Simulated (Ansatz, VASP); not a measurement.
Two plane-wave programs on TePb

```
Pb Te
1.0
     0.00000    3.13712    3.13712
     3.13712    0.00000    3.13712
     3.13712    3.13712    0.00000
Pb Te
1 1
Direct
  0.00000 0.00000 0.00000
  0.50000 0.50000 0.50000
```

Change from the starting cell: hydrostatic strain -4.0%.

Alike in both runs: task single point; functional r2SCAN; k mesh 8 × 8 × 8; no spin polarisation.

|  | VASP | Ansatz |
| --- | --- | --- |
| version | VASP 6.6.1 | Ansatz 0.2.0 |
| potentials or method | VASP PAW PBE potentials, release 64 (Pb_d, Te) | plane waves, PAW |
| plane-wave cutoff (eV) | 520 | 500 |
| occupations | gaussian, width 0.01 eV | fixed |
| valence electrons in the cell | 20 | 30 |

|  | VASP | Ansatz | Ansatz less VASP |
| --- | --- | --- | --- |
| gap on the k mesh at the Fermi level (eV) | 0.79 | 0.79 | -0.005 |
| pressure (GPa) | 6.8 | 6.8 | -0.01 |

VASP's potentials were made for PBE, not for r2SCAN. VASP's potentials hold 20 valence electrons a cell and Ansatz's 30, so a difference there can come from the potentials and not from the codes.

Spin-orbit coupling is off throughout.
